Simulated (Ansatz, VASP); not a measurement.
**Two plane-wave programs on BN**

```
CELL_PARAMETERS angstrom
2.55394 0.00000 0.00000
-1.27697 2.21178 0.00000
0.00000 0.00000 4.22685
ATOMIC_POSITIONS crystal
B 0.66667 0.33333 0.89326
B 0.33333 0.66667 0.49972
N 0.66667 0.33333 0.62528
N 0.33333 0.66667 0.12528
```

Alike in both runs: task single point; functional PBE; k mesh 12 × 12 × 6; occupations gaussian, width 0.05 eV; no spin polarisation.

|  | VASP | Ansatz |
| --- | --- | --- |
| version | VASP 6.6.1 | Ansatz 0.2.0 |
| potentials or method | VASP PAW PBE potentials, release 64 (B, N), cutoff 520 eV | scalar-relativistic, plane waves, PAW |
| valence electrons in the cell | 16 | 16 |

```csv
,VASP,Ansatz,Ansatz less VASP
gap on the k mesh at the Fermi level (eV),0.10,0.12,+0.015
least direct gap on the mesh (eV),4.15,4.16,+0.008
rms of the force components (eV/Å),12.782,12.662,-0.1203
```

Atom by atom the forces differ by 0.122 eV/Å (rms over components).
